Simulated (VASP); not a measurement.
A run of VASP 6.6.1:

File POSCAR:

```
LiH
1.0
    0.0000000000      2.0025966810      2.0025966810
    2.0025966810      0.0000000000      2.0025966810
    2.0025966810      2.0025966810      0.0000000000
Li H
1 1
Direct
    0.0000000000      0.0000000000      0.0000000000
    0.5000000000      0.5000000000      0.5000000000
```

Contents of INCAR.step1:

```
SYSTEM = LiH
PREC     = Accurate       ! precision mode
ENCUT    = 520            ! plane-wave cutoff, eV
ISMEAR   = 0              ! smearing method
SIGMA    = 0.01           ! smearing width, eV
LREAL    = .FALSE.        ! projectors in reciprocal space
LASPH    = .TRUE.         ! aspherical terms in the spheres
NELM     = 100            ! most SCF steps
NBANDS   = 9              ! bands
GGA      = PE             ! functional
ALGO     = Normal         ! electronic algorithm
EDIFF    = 1E-4           ! SCF threshold, eV
LWAVE    = .TRUE.         ! write WAVECAR
LCHARG   = .FALSE.        ! write CHGCAR
```

The input INCAR.step2:

```
SYSTEM = LiH
PREC     = Accurate       ! precision mode
ENCUT    = 520            ! plane-wave cutoff, eV
EDIFF    = 1E-6           ! SCF threshold, eV
ISMEAR   = 0              ! smearing method
SIGMA    = 0.01           ! smearing width, eV
LREAL    = .FALSE.        ! projectors in reciprocal space
LASPH    = .TRUE.         ! aspherical terms in the spheres
NELM     = 100            ! most SCF steps
ALGO     = Normal         ! electronic algorithm
ISIF     = 2              ! what is computed and relaxed
LWAVE    = .FALSE.        ! write WAVECAR
LCHARG   = .FALSE.        ! write CHGCAR
METAGGA  = R2SCAN         ! meta-GGA
LMIXTAU  = .TRUE.       
NBANDS   = 9              ! bands
ISTART   = 1
```

KPOINTS

```
Automatic mesh
0
G
  10 10 10
  0 0 0
```

Potentials or basis: VASP PAW PBE potentials, release 64 (Li_sv, H).

Launch:

```console
$ cat potpaw_PBE.64/Li_sv/POTCAR potpaw_PBE.64/H/POTCAR > POTCAR
$ cp INCAR.step1 INCAR
$ mpirun -np 1 vasp_std > vasp.out
$ cp INCAR.step2 INCAR
$ mpirun -np 1 vasp_std > vasp.out
```

Hardware: 1 thread of Intel(R) Xeon(R) Platinum 8488C (Sapphire Rapids) (shared host).

Question: Estimate the wall time of this run.

Answer: Run time: 18 s on 1 thread of Intel(R) Xeon(R) Platinum 8488C (Sapphire Rapids), on a shared host, peak memory 0.13 GiB. Counts: k points 47.
